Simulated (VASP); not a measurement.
# Sb: single point with LDA

The system is Sb.

```
CELL_PARAMETERS angstrom
2.10759 1.21682 3.74400
-2.10759 1.21682 3.74400
0.00000 -2.43363 3.74400
ATOMIC_POSITIONS crystal
Sb 0.23364 0.23364 0.23364
Sb 0.76636 0.76636 0.76636
```

This cell differs from its parent crystal: equal xx and yy strain of -2 %.

```yaml
Program: VASP 6.6.1
Task: single point
Functional: LDA
Potentials_or_basis: VASP PAW LDA potentials, release 64 (Sb)
Cutoff: 520 eV
k_mesh: 12 × 12 × 12
Occupations: fermi-dirac, width 0.03 eV
Spin: no spin polarisation
Dipole_correction: no
Further_INCAR_settings: ALGO = Normal; EDIFF = 1e-07; NBANDS = 12
```

```json
{
 "Pressure": "2.2 GPa",
 "Largest force": "0.344 eV/Å",
 "Band gap on the k mesh": "zero (bands 5 and 6 overlap by 0.38 eV)"
}
```

Forces on the atoms (eV/Å):
```
Sb   0.000  0.000  0.344
Sb   0.000  0.000 -0.344
```

Stress tensor (GPa, compression positive):
```
2.84 0.00 0.00
0.00 2.84 0.00
0.00 0.00 0.98
```

Levels at points of the mesh, in eV from the Fermi level:
| k point | band 2 | band 3 | band 4 | band 5 | band 6 | band 7 | band 8 | band 9 |
| --- | --- | --- | --- | --- | --- | --- | --- | --- |
| (0.00, 0.00, 0.00) | -4.70 | -2.35 | -1.84 | -1.84 | 2.03 | 2.70 | 2.70 | 5.08 |
| (0.50, 0.00, 0.00) | -9.90 | -2.07 | -2.05 | -0.33 | -0.25 | 0.02 | 0.46 | 7.35 |
| (0.50, 0.50, 0.00) | -8.17 | -5.72 | -4.05 | -3.82 | 1.36 | 5.06 | 5.66 | 7.16 |
| (0.50, 0.50, 0.50) | -9.28 | -1.34 | -1.34 | -0.37 | 0.14 | 0.14 | 1.29 | 6.91 |

It took 98 s on 1 thread of AMD EPYC 7R13 Processor (Zen 3) (shared host), peak memory 0.22 GiB.

Caveat: the cell differs from its parent crystal (equal xx and yy strain of -2 %); spin-orbit coupling is left out, which moves the levels of the heavy elements.
